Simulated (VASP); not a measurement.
Set up this calculation in VASP 6.6.1, as the native input.

* Task: electric field gradients
* Functional: LDA
* Potentials or basis: VASP PAW LDA potentials, release 64 (La)
* Cutoff: 520 eV
* k mesh: 11 × 11 × 6
* Occupations: fermi-dirac, width 0.08 eV
* Spin: no spin polarisation
* Dipole correction: no
* Further INCAR settings: ALGO = Normal; EDIFF = 1e-08; NBANDS = 18

The structure of La lies in POSCAR:

```
La
1.0
    3.7993498420      0.0000000000      0.0000000000
   -1.8996749210      3.2903334810      0.0000000000
    0.0000000000      0.0000000000      6.1498775812
La
2
Direct
    0.3333333333      0.6666666667      0.2500000000
    0.6666666667      0.3333333333      0.7500000000
```

This cell differs from its parent crystal: functional lda, volume scaled by 1.04.

One way to write it, as run:

INCAR

```
PREC = Accurate ; ENCUT = 520
EDIFF = 1E-8 ; ISMEAR = -1
SIGMA = 0.08 ; LREAL = F
LASPH = T ; NELM = 100
ALGO = Normal ; ISIF = 2
LWAVE = F ; LCHARG = F
GGA = CA ; LEFG = T
NBANDS = 18
```

KPOINTS

```
Automatic mesh
0
Gamma
  11 11 6
```

Potentials or basis: VASP PAW LDA potentials, release 64 (La).

Launch:

```sh
$ cat potpaw_LDA.64/La/POTCAR > POTCAR
$ mpirun -np 1 vasp_std > vasp.out
```

It gave:

The pressure is -3.8 GPa. The band gap on the k mesh is zero (band 11 reaches 8.31 eV, above the bottom of band 12 at 6.99 eV).

Caveat: without QUAD_EFG the Cq values of the log hold for a quadrupole moment of 1 mb, not for the nuclei; spin-orbit coupling is left out, which moves the levels of the heavy elements.

Wall time 71 s on 1 thread of Intel(R) Xeon(R) Platinum 8488C (Sapphire Rapids), on a shared host, peak memory 0.22 GiB.
